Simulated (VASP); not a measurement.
A run of VASP 6.6.1 is set up as follows.

INCAR

```
  ALGO = Normal
  DIPOL = 0.5 0.5 0.500
  EDIFF = 1E-6
  ENCUT = 520
  GGA = PS
  IDIPOL = 3
  ISIF = 2
  ISMEAR = 1
  LASPH = T
  LCHARG = F
  LDIPOL = T
  LREAL = F
  LWAVE = F
  NBANDS = 54
  NELM = 60
  PREC = Accurate
  SIGMA = 0.1
```

KPOINTS

```
k-points
0
Gamma
  16 16 1
```

The input POSCAR:

```
V
1.0
    2.9582124030      0.0000000000      0.0000000000
    1.4791062010      2.0917720500      0.0000000000
    0.0000000000      0.0000000000     28.5506323010
V
7
Direct
    0.0000000000      0.0000000000      0.2802039519
    0.5000000000      0.0000000000      0.3534693013
    0.0000000000      0.0000000000      0.4267346506
    0.5000000000      0.0000000000      0.5000000000
    0.0000000000      0.0000000000      0.5732653494
    0.5000000000      0.0000000000      0.6465306987
    0.0000000000      0.0000000000      0.7197960481
```

Potentials or basis: VASP PAW PBE potentials, release 64 (V_sv).

The run is started by

```bash
$ cat potpaw_PBE.64/V_sv/POTCAR > POTCAR
$ mpirun -np 1 vasp_std > vasp.out
```

(1) What does it give for the band gap on the k mesh?

(2) Estimate the largest force.

## Answers

(1) zero (an odd number of electrons rules out a gap without spin polarisation).

(2) 0.422 eV/Å.

Caveat: the PAW data sets were made with another functional, which shifts forces and pressure a little.
